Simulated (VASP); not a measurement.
# Ir4O in VASP: notebook, part 2 of 2

VASP 6.6.1. The steps go on from the part before.

### 3 Relaxation of the atoms, PBE

INCAR reads:

```
PREC = Accurate ; ENCUT = 520
EDIFF = 1E-6 ; ISMEAR = 0
SIGMA = 0.1 ; LREAL = F
LASPH = T ; NELM = 80
ALGO = Normal ; ISIF = 2
LWAVE = F ; LCHARG = F
LDIPOL = T ; IDIPOL = 3
DIPOL = 0.5 0.5 0.338 ; GGA = PE
IBRION = 2 ; NSW = 36
EDIFFG = -0.025
```

KPOINTS reads:

```
Automatic mesh
0
Gamma
  10 7 1
```

POSCAR reads:

```
Ir4O
1.0
    2.7367600872      0.0000000000      0.0000000000
    0.0000000000      3.8703632323      0.0000000000
    0.0000000000      0.0000000000     19.4599433730
Ir O
4 1
Selective dynamics
Direct
    0.5000000000      0.5000000000      0.2055504440  F F F
    0.0000000000      0.0000000000      0.2758682254  F F F
    0.5000000000      0.5000000000      0.3454282605  F F F
    0.0000000000      0.0000000000      0.4090424736  F F F
    0.3333333333      0.3750000000      0.4518367722  F F T
```

Potentials or basis: VASP PAW PBE potentials, release 64 (Ir, O).

The run is started by

```bash
$ cat potpaw_PBE.64/Ir/POTCAR potpaw_PBE.64/O/POTCAR > POTCAR
$ mpirun -np 1 vasp_std > vasp.out
```

OUTCAR:

```text
PREC = Accurate
   ENCUT = 520
   EDIFF = 1E-6
   ISMEAR = 0
   LREAL = F
   LASPH = T
   NELM = 80
   ISIF = 2
   GGA = PE
   IBRION = 2
   NSW = 36
   EDIFFG = -0.025

 ion  position               nearest neighbor table
   1  0.500  0.500  0.206-   3 2.72   2 2.74   2 2.74   2 2.74   2 2.74
   2  0.000  0.000  0.276-   4 2.59   3 2.73   3 2.73   3 2.73   3 2.73   1 2.74   1 2.74   1 2.74
                             1 2.74
   3  0.500  0.500  0.345-   5 2.17   4 2.67   4 2.67   4 2.67   4 2.67   1 2.72   2 2.73   2 2.73
                             2 2.73   2 2.73
   4  0.000  0.000  0.409-   5 1.91   5 2.48   2 2.59   3 2.67   3 2.67   3 2.67   3 2.67
   5  0.333  0.375  0.452-   4 1.91   3 2.17   4 2.48

  LATTYP: Found a simple orthorhombic cell.
 ALAT       =     2.7367600872
 B/A-ratio  =     1.4142135624
 C/A-ratio  =     7.1105770155

  Lattice vectors:

 A1 = (   2.7367600872,   0.0000000000,   0.0000000000)
 A2 = (   0.0000000000,   3.8703632323,   0.0000000000)
 A3 = (   0.0000000000,   0.0000000000,  19.4599433730)

Analysis of symmetry for initial positions (statically):
=====================================================================
 Subroutine PRICEL returns:
 Original cell was already a primitive cell.

 Routine SETGRP: Setting up the symmetry group for a
 simple orthorhombic supercell.

 Subroutine GETGRP returns: Found  1 space group operations
 (whereof  1 operations were pure point group operations)
[... 197 lines left out ...]
  external PRESSURE =      -5.1752115 kB  Pullay stress =       0.0000000 kB
[... 65 lines left out ...]
--------------------------------------- Ionic step        3  -------------------------------------------

 number of electron      41.9999996 magnetization

 dipolmoment           0.000000      0.000000      0.039160 electrons x Angstroem

 Free energy of the ion-electron system (eV)
  ---------------------------------------------------
  ext. energy  EPLUGINS =         0.00000000
  ---------------------------------------------------
  free energy    TOTEN  =       -36.98694000 eV

  energy without entropy =      -36.95657915  energy(sigma->0) =      -36.97175958

 E-fermi :  -0.7597     XC(G=0):  -5.2413

 val. band max:       -0.7634149698   @ k =   0.2000   0.4286   0.0000
 cond. band min:      -0.7589265868   @ k =   0.1000  -0.4286   0.0000
 fundamental gap:      0.0044883830
 Fermi energy:        -0.7596575098

 k-point     1 :       0.0000    0.0000    0.0000
  band No.  band energies     occupation
      1     -20.0595      2.00000
      2     -10.3102      2.00000
      3      -8.1666      2.00000
      4      -7.6292      2.00000
      5      -7.3390      2.00000
      6      -6.6040      2.00000
[... 661 lines left out ...]
     24       0.1852      0.00000
     25       0.7116      0.00000

 [... further k-points ...]

------------------------ aborting loop because EDIFF is reached ----------------------------------------

 vacuum level on the upper side and lower side of the slab       (xc-potential included)         0.061        -0.584

  FORCE on cell =-STRESS in cart. coord.  units (eV):
  Direction    XX          YY          ZZ          XY          YZ          ZX
  --------------------------------------------------------------------------------------
  -------------------------------------------------------------------------------------
  Total       -1.7935313     -0.1733692     -0.9358261      2.1009648      1.2043975      1.8737215
  in kB      -13.9408581     -1.3475739     -7.2740403     16.3304942      9.3616072     14.5641651
  external PRESSURE =      -7.5208241 kB  Pullay stress =       0.0000000 kB
[... 20 lines left out ...]
  FREE ENERGIE OF THE ION-ELECTRON SYSTEM (eV)
  ---------------------------------------------------
  free  energy   TOTEN  =       -36.9869400035 eV

  energy  without entropy=      -36.9565791525  energy(sigma->0) =      -36.97175958

 reached required accuracy - stopping structural energy minimisation

 vacuum level on the upper side and lower side of the slab         4.756         4.088
```

OSZICAR:

```text
N       E                     dE             d eps       ncg     rms          rms(c)
DAV:   1     0.424504790076E+03    0.42450E+03   -0.17175E+04  1800   0.142E+03
DAV:   2     0.225381200298E+02   -0.40197E+03   -0.38306E+03  1872   0.422E+02
[... 42 lines left out ...]
DAV:   3    -0.369870035945E+02    0.19094E-03   -0.86525E-04  2796   0.224E-01    0.187E-01
DAV:   4    -0.369877052083E+02   -0.70161E-03   -0.37521E-03  3590   0.351E-01    0.357E-01
DAV:   5    -0.369872759260E+02    0.42928E-03   -0.13080E-03  3318   0.256E-01    0.239E-01
DAV:   6    -0.369869749625E+02    0.30096E-03   -0.28390E-03  3143   0.371E-01    0.572E-02
DAV:   7    -0.369869406651E+02    0.34297E-04   -0.29286E-04  3069   0.160E-01    0.251E-02
DAV:   8    -0.369869396289E+02    0.10363E-05   -0.17978E-05  2432   0.445E-02    0.209E-02
DAV:   9    -0.369869400035E+02   -0.37467E-06   -0.16515E-06  1002   0.143E-02
   3 F= -.36986940E+02 E0= -.36971760E+02  d E =-.188578E-02
```

CONTCAR:

```text
Ir4O
   1.00000000000000
     2.7367600872000000    0.0000000000000000    0.0000000000000000
     0.0000000000000000    3.8703632322999999    0.0000000000000000
     0.0000000000000000    0.0000000000000000   19.4599433730000015
  Ir              O
     4     1
Selective dynamics
Direct
     0.5000000000000000    0.5000000000000000    0.2055504439999964   F   F   F
     0.0000000000000000    0.0000000000000000    0.2758682254000036   F   F   F
     0.5000000000000000    0.5000000000000000    0.3454282605000003   F   F   F
     0.0000000000000000    0.0000000000000000    0.4090424736000031   F   F   F
     0.3333333332999970    0.3750000000000000    0.4527996036847579   F   F   T

  0.00000000E+00  0.00000000E+00  0.00000000E+00
  0.00000000E+00  0.00000000E+00  0.00000000E+00
  0.00000000E+00  0.00000000E+00  0.00000000E+00
  0.00000000E+00  0.00000000E+00  0.00000000E+00
  0.00000000E+00  0.00000000E+00  0.00000000E+00
```

It took 6.3 min on 1 thread of AMD EPYC 9R45 (Zen 5), shared host; peak memory 0.36 GiB.

Results:

- Free energy: -36.9869 eV
- Energy gained by relaxing: 0.4 meV/atom
- Ionic steps: 3
- Band gap on the k mesh: zero (bands 21 and 22 overlap by 0.78 eV)

Step by step:
```csv
step,energy change (eV),largest force on free atoms (eV/Å),pressure (GPa)
1,0.0000,0.1973,-0.52
2,-0.0014,0.0971,-0.64
3,-0.0019,0.0051,-0.75
```

Final structure:
```
Ir O
1.0
     2.73676    0.00000    0.00000
     0.00000    3.87036    0.00000
     0.00000    0.00000   19.45994
Ir O
4 1
Cartesian
  1.3684 1.9352 4.0000
  0.0000 0.0000 5.3684
  1.3684 1.9352 6.7220
  0.0000 0.0000 7.9599
  0.9123 1.4514 8.8115
```

Levels at points of the mesh, in eV from the Fermi level:
```tsv
k point	band 18	band 19	band 20	band 21	band 22	band 23	band 24	band 25
(0.00, 0.00, 0.00)	-1.54	-1.10	-0.66	-0.43	-0.11	0.07	0.39	1.01
(0.50, 0.00, 0.00)	-0.10	0.07	0.46	0.55	0.93	0.98	1.68	2.72
```

Caveat: spin-orbit coupling is left out, which moves the levels of the heavy elements.
